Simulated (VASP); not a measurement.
Write the native input for VASP 6.6.1 that does the following.

```
Task                   : relaxation of cell and atoms
Functional             : PBE
Potentials or basis    : VASP PAW PBE potentials, release 64 (Fe)
Cutoff                 : 600 eV
k mesh                 : 20 × 20 × 20
Occupations            : gaussian, width 0.1 eV
Spin                   : collinear spin, ferromagnetic start
Starting moments       : [2.26] μB
Dipole correction      : no
Further INCAR settings : ALGO = Fast; EDIFF = 1e-06; IBRION = 2; EDIFFG = -0.01; NSW = 80; ISIF = 3
```

The structure of Fe lies in POSCAR:

```
Fe
1.0
   -1.4100753516      1.4100738582      1.4101462064
    1.4100753516     -1.4100738582      1.4101462064
    1.4100753516      1.4100738582     -1.4101462064
Fe
1
Direct
    0.5000000000      0.5000000000      0.0000000000
```

One way to write it, as run:

INCAR

```
PREC = Accurate
ENCUT = 600
EDIFF = 1E-6
ISMEAR = 0
SIGMA = 0.1
LREAL = F
LASPH = T
NELM = 150
ALGO = Fast
ISIF = 3
LWAVE = F
LCHARG = F
ISPIN = 2
MAGMOM = 2.26
LORBIT = 11
LMAXMIX = 4
GGA = PE
IBRION = 2
NSW = 80
EDIFFG = -0.01
```

KPOINTS

```
regular mesh
0
Gamma
  20 20 20
```

Potentials or basis: VASP PAW PBE potentials, release 64 (Fe).

Run with:

```sh
$ cat potpaw_PBE.64/Fe/POTCAR > POTCAR
$ mpirun -np 1 vasp_std > vasp.out
```

Results of the run:

```json
{
 "Relaxed volume": "11.34 Å³/atom",
 "Relaxed cell": "a = 2.452 Å, b = 2.452 Å, c = 2.452 Å, α = 109.47°, β = 109.47°, γ = 109.47°",
 "Space group after relaxing (to 0.1 Å)": "Im-3m (No. 229)",
 "Energy gained by relaxing": "0.9 meV/atom",
 "Ionic steps": "3",
 "Pressure after relaxing": "0.1 GPa",
 "Net moment": "2.19 μB per cell",
 "Site moments": "Fe +2.19 μB",
 "Valence electrons inside the program's atomic spheres": "Fe 7.27"
}
```

Wall time 4.8 min on 1 thread of Intel(R) Xeon(R) Platinum 8259CL CPU @ 2.50GHz (Skylake/Cascade Lake), on a shared host, peak memory 0.26 GiB.
